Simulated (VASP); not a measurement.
# MnO (I-43m) in VASP: notebook

The runs below take MnO through single point, relaxation of cell and atoms, with PBE.

Program: VASP 6.6.1. These are calculated values, not measurements. Logs are shortened: lines on timing, memory, paths and dates and some standing lists are left out, and cuts for length are marked.

### 1 The cell of the first run

It takes space group I-43m (No. 217, cubic). Conventional cell: a = 6.483 Å, b = 6.483 Å, c = 6.483 Å, α = 90.00°, β = 90.00°, γ = 90.00°. Within 2.6 Å of Mn (site symmetry 3m) lie 4 O at 1.96 to 2.11 Å. Within 2.6 Å of O (site symmetry 3m) lie 4 Mn at 1.96 to 2.11 Å.

The cell was generated, and may not be a known phase.

### 2 Single point, PBE, collinear spin, ferromagnetic start

Input file INCAR:

```
SYSTEM = MnO
  PREC = Accurate
  ENCUT = 520
  EDIFF = 1E-7
  ISMEAR = 0
  SIGMA = 0.1
  LREAL = .FALSE.
  LASPH = .TRUE.
  NELM = 150
  ALGO = Normal
  ISIF = 2
  LWAVE = .FALSE.
  LCHARG = .FALSE.
  ISPIN = 2
  MAGMOM = 4 4 4 4 0 0 0 0
  LORBIT = 11
  LMAXMIX = 4
  GGA = PE
  NBANDS = 52
```

Input file KPOINTS:

```
Automatic mesh
0
G
  4 4 4
  0 0 0
```

Input file POSCAR:

```
MnO
1.0
   -3.2416334260      3.2416334260      3.2416334260
    3.2416334260     -3.2416334260      3.2416334260
    3.2416334260      3.2416334260     -3.2416334260
Mn O
4 4
Direct
    0.3349545379      0.3349545379      0.3349545379
    0.0000000000      0.0000000000      0.6650454621
    0.0000000000      0.6650454621      0.0000000000
    0.6650454621      0.0000000000      0.0000000000
    0.6834823806      0.6834823806      0.6834823806
    0.0000000000      0.0000000000      0.3165176194
    0.0000000000      0.3165176194      0.0000000000
    0.3165176194      0.0000000000      0.0000000000
```

Potentials or basis: VASP PAW PBE potentials, release 64 (Mn_pv, O).

The run is started by

```sh
cat potpaw_PBE.64/Mn_pv/POTCAR potpaw_PBE.64/O/POTCAR > POTCAR
mpirun -np 1 vasp_std > vasp.out
```

OUTCAR:

```text
SYSTEM = MnO
   PREC = Accurate
   ENCUT = 520
   EDIFF = 1E-7
   ISMEAR = 0
   LREAL = .FALSE.
   LASPH = .TRUE.
   NELM = 150
   ISIF = 2
   ISPIN = 2
   LORBIT = 11
   GGA = PE

 ion  position               nearest neighbor table
   1  0.335  0.335  0.335-   5 1.96   6 2.11   7 2.11   8 2.11   3 3.07   4 3.07   2 3.07
   2  0.000  0.000  0.665-   6 1.96   5 2.11   7 2.11   8 2.11   3 3.07   4 3.07   1 3.07
   3  0.000  0.665  0.000-   7 1.96   6 2.11   5 2.11   8 2.11   1 3.07   2 3.07   4 3.07
   4  0.665  0.000  0.000-   8 1.96   6 2.11   7 2.11   5 2.11   1 3.07   2 3.07   3 3.07
   5  0.683  0.683  0.683-   1 1.96   2 2.11   3 2.11   4 2.11
   6  0.000  0.000  0.317-   2 1.96   1 2.11   3 2.11   4 2.11
   7  0.000  0.317  0.000-   3 1.96   2 2.11   1 2.11   4 2.11
   8  0.317  0.000  0.000-   4 1.96   2 2.11   3 2.11   1 2.11

  LATTYP: Found a body centered cubic cell.
 ALAT       =     6.4832668520

  Lattice vectors:

 A1 = (  -3.2416334260,   3.2416334260,   3.2416334260)
 A2 = (   3.2416334260,  -3.2416334260,   3.2416334260)
 A3 = (   3.2416334260,   3.2416334260,  -3.2416334260)

Analysis of symmetry for initial positions (statically):
=====================================================================
 Subroutine PRICEL returns:
 Original cell was already a primitive cell.

 Routine SETGRP: Setting up the symmetry group for a
 body centered cubic supercell.

 Subroutine GETGRP returns: Found 24 space group operations
 (whereof 24 operations were pure point group operations)
 out of a pool of 48 trial point group operations.

The static configuration has the point symmetry T_d .

Analysis of symmetry for dynamics (positions and initial velocities):
=====================================================================
 Subroutine PRICEL returns:
 Original cell was already a primitive cell.

 Routine SETGRP: Setting up the symmetry group for a
 body centered cubic supercell.

 Subroutine GETGRP returns: Found 24 space group operations
 (whereof 24 operations were pure point group operations)
 out of a pool of 48 trial point group operations.

The dynamic configuration has the point symmetry T_d .

Analysis of structural, dynamic, and magnetic symmetry:
=====================================================================
 Subroutine PRICEL returns:
 Original cell was already a primitive cell.

 Routine SETGRP: Setting up the symmetry group for a
 body centered cubic supercell.

 Subroutine GETGRP returns: Found 24 space group operations
[... 141 lines left out ...]
  ext. energy  EPLUGINS =         0.00000000
  ---------------------------------------------------
  free energy    TOTEN  =       -65.10050638 eV

  energy without entropy =      -65.08628096  energy(sigma->0) =      -65.09339367

 E-fermi :   3.3909     XC(G=0):  -9.0396

 val. band max:        3.3521174153   @ k =   0.5000   0.5000   0.5000
 cond. band min:       3.3979316721   @ k =   0.2500   0.0000   0.0000
 fundamental gap:      0.0458142568
 Fermi energy:         3.3908723672

 spin component 1

 k-point     1 :       0.0000    0.0000    0.0000
  band No.  band energies     occupation
      1     -46.8548      1.00000
      2     -46.8548      1.00000
      3     -46.8548      1.00000
      4     -46.8509      1.00000
      5     -46.8509      1.00000
      6     -46.8450      1.00000
[... 413 lines left out ...]
     49       7.1337      0.00000
     50       7.1337      0.00000
 Fermi energy:         3.3908723672

 spin component 2

 k-point     1 :       0.0000    0.0000    0.0000
  band No.  band energies     occupation
      1     -42.1343      1.00000
      2     -42.1343      1.00000
      3     -42.1343      1.00000
      4     -42.1262      1.00000
      5     -42.1262      1.00000
      6     -42.1193      1.00000
[... 413 lines left out ...]
     49       8.6303      0.00000
     50       8.6379      0.00000
 [bands above 50 left out]

------------------------ aborting loop because EDIFF is reached ----------------------------------------

  FORCE on cell =-STRESS in cart. coord.  units (eV):
  Direction    XX          YY          ZZ          XY          YZ          ZX
  --------------------------------------------------------------------------------------
  -------------------------------------------------------------------------------------
  Total        0.3497310      0.3497310      0.3497310     -0.0000000     -0.0000000      0.0000000
  in kB        4.1123776      4.1123776      4.1123776     -0.0000000     -0.0000000      0.0000000
  external PRESSURE =       4.1123776 kB  Pullay stress =       0.0000000 kB

 VOLUME and BASIS-vectors are now :
 -----------------------------------------------------------------------------
  energy-cutoff  :      520.00
  volume of cell :      136.25
      direct lattice vectors                 reciprocal lattice vectors
    -3.241633426  3.241633426  3.241633426     0.000000000  0.154243227  0.154243227
     3.241633426 -3.241633426  3.241633426     0.154243227  0.000000000  0.154243227
     3.241633426  3.241633426 -3.241633426     0.154243227  0.154243227  0.000000000

 POSITION                                       TOTAL-FORCE (eV/Angst)
 -----------------------------------------------------------------------------------
      1.08580      1.08580      1.08580        -0.020562     -0.020562     -0.020562
      2.15583      2.15583     -2.15583         0.020562      0.020562     -0.020562
      2.15583     -2.15583      2.15583         0.020562     -0.020562      0.020562
     -2.15583      2.15583      2.15583        -0.020562      0.020562      0.020562
      2.21560      2.21560      2.21560         0.008612      0.008612      0.008612
      1.02603      1.02603     -1.02603        -0.008612     -0.008612      0.008612
      1.02603     -1.02603      1.02603        -0.008612      0.008612     -0.008612
     -1.02603      1.02603      1.02603         0.008612     -0.008612     -0.008612
 -----------------------------------------------------------------------------------
    total drift:                               -0.000003     -0.000003     -0.000005

  FREE ENERGIE OF THE ION-ELECTRON SYSTEM (eV)
  ---------------------------------------------------
  free  energy   TOTEN  =       -65.1005063833 eV

  energy  without entropy=      -65.0862809611  energy(sigma->0) =      -65.09339367

 total charge

# of ion       s       p       d       tot
------------------------------------------
    1        0.243   6.207   4.934  11.385
    2        0.243   6.207   4.934  11.385
    3        0.243   6.207   4.934  11.385
    4        0.243   6.207   4.934  11.385
    5        1.555   3.447   0.000   5.002
    6        1.555   3.447   0.000   5.002
    7        1.555   3.447   0.000   5.002
    8        1.555   3.447   0.000   5.002
--------------------------------------------------
tot          7.194  38.618  19.736  65.548

 magnetization (x)

# of ion       s       p       d       tot
------------------------------------------
    1        0.054   0.049   4.285   4.388
    2        0.054   0.049   4.285   4.388
    3        0.054   0.049   4.285   4.388
    4        0.054   0.049   4.285   4.388
    5        0.016   0.160   0.000   0.176
    6        0.016   0.160   0.000   0.176
    7        0.016   0.160   0.000   0.176
    8        0.016   0.160   0.000   0.176
--------------------------------------------------
tot          0.283   0.833  17.141  18.256
```

stdout:

```text
POSCAR found type information on POSCAR MnO
 POSCAR found :  2 types and       8 ions
 scaLAPACK will be used
 LDA part: xc-table for (Slater+PW92), standard interpolation
 POSCAR, INCAR and KPOINTS ok, starting setup
 FFT: planning ... GRIDC
 FFT: planning ... GRID_SOFT
 FFT: planning ... GRID
 WAVECAR not read
 entering main loop
```

Wall time 3.1 min (1 thread of Oxide Virtual Turin-like, shared host); peak memory 0.31 GiB.

Results:

```yaml
Free_energy: -65.1005 eV
Pressure: 0.4 GPa
Largest_force: 0.036 eV/Å
Net_moment: 19.80 μB per cell
Site_moments: Mn +4.39; O +0.18 μB
Valence_electrons_inside_the_program's_atomic_spheres: Mn 11.38; O 5.00
```

Forces in eV/Å, atoms in the order of the input:
```
Mn  -0.021 -0.021 -0.021
Mn   0.021  0.021 -0.021
Mn   0.021 -0.021  0.021
Mn  -0.021  0.021  0.021
O    0.009  0.009  0.009
O   -0.009 -0.009  0.009
O   -0.009  0.009 -0.009
O    0.009 -0.009 -0.009
```

Caveat: semilocal functionals often make such compounds metallic where correlation or magnetic order opens a gap, which also shifts bond lengths; the run started ferromagnetic, and an antiferromagnetic order may lie lower in energy. With open d or f shells a metallic result of PBE can be an artefact of self-interaction; +U or a hybrid may open a gap.

### 3 Relaxation of cell and atoms, PBE, collinear spin, ferromagnetic start

This run uses another cell than the first one, of 13.83 Å³/atom.

Input file INCAR:

```
PREC     = Accurate       # precision mode
ENCUT    = 600            # plane-wave cutoff, eV
EDIFF    = 1E-6           # SCF threshold, eV
ISMEAR   = 0              # smearing method
SIGMA    = 0.1            # smearing width, eV
LREAL    = F              # projectors in reciprocal space
LASPH    = T              # aspherical terms in the spheres
NELM     = 150            # most SCF steps
ALGO     = Fast           # electronic algorithm
ISIF     = 3              # what is computed and relaxed
LWAVE    = F              # write WAVECAR
LCHARG   = F              # write CHGCAR
ISPIN    = 2              # spin polarisation
MAGMOM   = 4 4 4 4 0 0 0 0 # initial moments
LORBIT   = 11             # projections on sites
LMAXMIX  = 4              # l up to which the mixer works
GGA      = PE             # functional
IBRION   = 2              # ionic algorithm
NSW      = 90             # ionic steps
EDIFFG   = -0.04          # ionic threshold
```

Input file KPOINTS:

```
Automatic mesh
0
Gamma
  4 4 4
```

Input file POSCAR:

```
MnO
1.0
   -3.0242472700      3.0242472700      3.0242472700
    3.0242472700     -3.0242472700      3.0242472700
    3.0242472700      3.0242472700     -3.0242472700
Mn O
4 4
Direct
    0.3171980400      0.3171980400      0.3171980400
    0.0000000000      0.0000000000      0.6828019600
    0.0000000000      0.6828019600      0.0000000000
    0.6828019600      0.0000000000      0.0000000000
    0.6828019600      0.6828019600      0.6828019600
    0.0000000000      0.0000000000      0.3171980400
    0.0000000000      0.3171980400      0.0000000000
    0.3171980400      0.0000000000      0.0000000000
```

Potentials or basis: VASP PAW PBE potentials, release 64 (Mn_pv, O).

The run is started by

```sh
cat potpaw_PBE.64/Mn_pv/POTCAR potpaw_PBE.64/O/POTCAR > POTCAR
mpirun -np 1 vasp_std > vasp.out
```

OUTCAR:

```text
PREC = Accurate
   ENCUT = 600
   EDIFF = 1E-6
   ISMEAR = 0
   LREAL = F
   LASPH = T
   NELM = 150
   ISIF = 3
   ISPIN = 2
   LORBIT = 11
   GGA = PE
   IBRION = 2
   NSW = 90
   EDIFFG = -0.04

 ion  position               nearest neighbor table
   1  0.317  0.317  0.317-   5 1.92   6 1.92   7 1.92   8 1.92   2 2.71   3 2.71   4 2.71
   2  0.000  0.000  0.683-   6 1.92   5 1.92   7 1.92   8 1.92   3 2.71   4 2.71   1 2.71
   3  0.000  0.683  0.000-   7 1.92   6 1.92   5 1.92   8 1.92   2 2.71   4 2.71   1 2.71
   4  0.683  0.000  0.000-   8 1.92   6 1.92   7 1.92   5 1.92   2 2.71   3 2.71   1 2.71
   5  0.683  0.683  0.683-   1 1.92   2 1.92   3 1.92   4 1.92
   6  0.000  0.000  0.317-   2 1.92   1 1.92   3 1.92   4 1.92
   7  0.000  0.317  0.000-   3 1.92   2 1.92   1 1.92   4 1.92
   8  0.317  0.000  0.000-   4 1.92   2 1.92   3 1.92   1 1.92

  LATTYP: Found a body centered cubic cell.
 ALAT       =     6.0484945400

  Lattice vectors:

 A1 = (  -3.0242472700,   3.0242472700,   3.0242472700)
 A2 = (   3.0242472700,  -3.0242472700,   3.0242472700)
 A3 = (   3.0242472700,   3.0242472700,  -3.0242472700)

Analysis of symmetry for initial positions (statically):
[... 1271 lines left out ...]

 val. band max:        3.2671807886   @ k =   0.2500   0.0000   0.0000
 cond. band min:       3.3768337247   @ k =   0.2500   0.0000   0.0000
 fundamental gap:      0.1096529361
 Fermi energy:         3.3360914742

 spin component 1

 k-point     1 :       0.0000    0.0000    0.0000
  band No.  band energies     occupation
      1     -46.9114      1.00000
      2     -46.9114      1.00000
      3     -46.9113      1.00000
      4     -46.9076      1.00000
      5     -46.9076      1.00000
      6     -46.9014      1.00000
[... 840 lines left out ...]
     49       8.5778      0.00000
     50       8.5778      0.00000
 [bands above 50 left out]

------------------------ aborting loop because EDIFF is reached ----------------------------------------

  FORCE on cell =-STRESS in cart. coord.  units (eV):
  Direction    XX          YY          ZZ          XY          YZ          ZX
  --------------------------------------------------------------------------------------
  -------------------------------------------------------------------------------------
  Total       -0.1129152     -0.1129152     -0.1129152     -0.0000000     -0.0000000      0.0000000
  in kB       -1.3162820     -1.3162820     -1.3162820     -0.0000000     -0.0000000      0.0000000
  external PRESSURE =      -1.3162820 kB  Pullay stress =       0.0000000 kB
[... 23 lines left out ...]
  FREE ENERGIE OF THE ION-ELECTRON SYSTEM (eV)
  ---------------------------------------------------
  free  energy   TOTEN  =       -65.0825181307 eV

  energy  without entropy=      -65.0714683112  energy(sigma->0) =      -65.07699322

 reached required accuracy - stopping structural energy minimisation

 total charge

# of ion       s       p       d       tot
------------------------------------------
    1        0.241   6.204   4.933  11.378
    2        0.241   6.204   4.933  11.378
    3        0.241   6.204   4.933  11.378
    4        0.241   6.204   4.933  11.378
    5        1.555   3.444   0.000   4.999
    6        1.555   3.444   0.000   4.999
    7        1.555   3.444   0.000   4.999
    8        1.555   3.444   0.000   4.999
--------------------------------------------------
tot          7.183  38.595  19.731  65.508

 magnetization (x)

# of ion       s       p       d       tot
------------------------------------------
    1        0.054   0.048   4.297   4.400
    2        0.054   0.048   4.297   4.400
    3        0.054   0.048   4.297   4.400
    4        0.054   0.048   4.297   4.400
    5        0.017   0.161   0.000   0.177
    6        0.017   0.161   0.000   0.177
    7        0.017   0.161   0.000   0.177
    8        0.017   0.161   0.000   0.177
--------------------------------------------------
tot          0.283   0.836  17.189  18.308
```

OSZICAR:

```text
N       E                     dE             d eps       ncg     rms          rms(c)
DAV:   1     0.112293505619E+04    0.11229E+04   -0.45319E+04  1696   0.187E+03
DAV:   2     0.651215160334E+02   -0.10578E+04   -0.98086E+03  1717   0.546E+02
[... 155 lines left out ...]
RMM:   4    -0.650825576448E+02   -0.26750E-03   -0.27731E-03  1821   0.271E-01    0.133E-01
RMM:   5    -0.650825412866E+02    0.16358E-04   -0.32064E-04  1863   0.929E-02    0.813E-02
RMM:   6    -0.650825192448E+02    0.22042E-04   -0.70347E-05  1765   0.493E-02    0.365E-02
RMM:   7    -0.650825180322E+02    0.12125E-05   -0.24700E-05  1753   0.299E-02    0.713E-03
RMM:   8    -0.650825183041E+02   -0.27184E-06   -0.10858E-05  1660   0.140E-02    0.406E-03
RMM:   9    -0.650825181307E+02    0.17339E-06   -0.12409E-06  1057   0.579E-03
  12 F= -.65082518E+02 E0= -.65076993E+02  d E =-.927319E-03  mag=    19.8628
```

It took 30 min on 1 thread of Oxide Virtual Turin-like, shared host; peak memory 0.33 GiB.

What came out:

| Item | Value |
| --- | --- |
| Free energy | -65.0825 eV |
| Relaxed volume | 17.18 Å³/atom |
| Relaxed cell | a = 5.631 Å, b = 5.631 Å, c = 5.631 Å, α = 109.47°, β = 109.47°, γ = 109.47° |
| Space group after relaxing (to 0.1 Å) | I-43m (No. 217) |
| Energy gained by relaxing | 336.6 meV/atom |
| Ionic steps | 12 |
| Pressure after relaxing | -0.1 GPa |
| Largest force after relaxing | 0.007 eV/Å |
| Net moment | 19.86 μB per cell |
| Site moments | Mn +4.40; O +0.18 μB |
| Valence electrons inside the program's atomic spheres | Mn 11.38; O 5.00 |

Forces in eV/Å, atoms in the order of the input:
```
Mn   0.003  0.003  0.003
Mn  -0.003 -0.003  0.003
Mn  -0.003  0.003 -0.003
Mn   0.003 -0.003 -0.003
O    0.004  0.004  0.004
O   -0.004 -0.004  0.004
O   -0.004  0.004 -0.004
O    0.004 -0.004 -0.004
```

The path:
| step | energy change (eV) | largest force (eV/Å) | pressure (GPa) | volume (Å³) |
| --- | --- | --- | --- | --- |
| 1 | 0.0000 | 3.4145 | 25.28 | 110.64 |
| 2 | -1.4959 | 2.5811 | -3.50 | 149.39 |
| 3 | -2.4128 | 1.6001 | 3.48 | 132.39 |
| 4 | -2.4226 | 1.4996 | 4.29 | 131.25 |
| 5 | -2.6280 | 0.0737 | -3.31 | 143.34 |
| 6 | -2.6630 | 0.4031 | -1.28 | 139.60 |
| 7 | -2.6868 | 0.1327 | 0.37 | 136.92 |
| 8 | -2.6871 | 0.1084 | 0.25 | 137.16 |
| 9 | -2.6903 | 0.0850 | 0.04 | 137.41 |
| 10 | -2.6917 | 0.0686 | -0.17 | 137.68 |
| 11 | -2.6918 | 0.0670 | -0.16 | 137.72 |
| 12 | -2.6927 | 0.0071 | -0.13 | 137.44 |

Final structure:
```yaml
crystal:
  lattice:
    - [-3.25101, 3.25101, 3.25101]
    - [3.25101, -3.25101, 3.25101]
    - [3.25101, 3.25101, -3.25101]
  atoms:
    - { symbol: Mn, position: [0.33380, 0.33380, 0.33380] }
    - { symbol: Mn, position: [0.00000, 0.00000, 0.66620] }
    - { symbol: Mn, position: [0.00000, 0.66620, 0.00000] }
    - { symbol: Mn, position: [0.66620, 0.00000, 0.00000] }
    - { symbol: O, position: [0.68299, 0.68299, 0.68299] }
    - { symbol: O, position: [0.00000, 0.00000, 0.31701] }
    - { symbol: O, position: [0.00000, 0.31701, 0.00000] }
    - { symbol: O, position: [0.31701, 0.00000, 0.00000] }
```

Caveat: the k points lie up to 0.34 Å⁻¹ apart in the final cell; the volume moved by over 15 % at a fixed basis, so the end points are rough; semilocal functionals often make such compounds metallic where correlation or magnetic order opens a gap, which also shifts bond lengths; the run started ferromagnetic, and an antiferromagnetic order may lie lower in energy. With open d or f shells a metallic result of PBE can be an artefact of self-interaction; +U or a hybrid may open a gap.
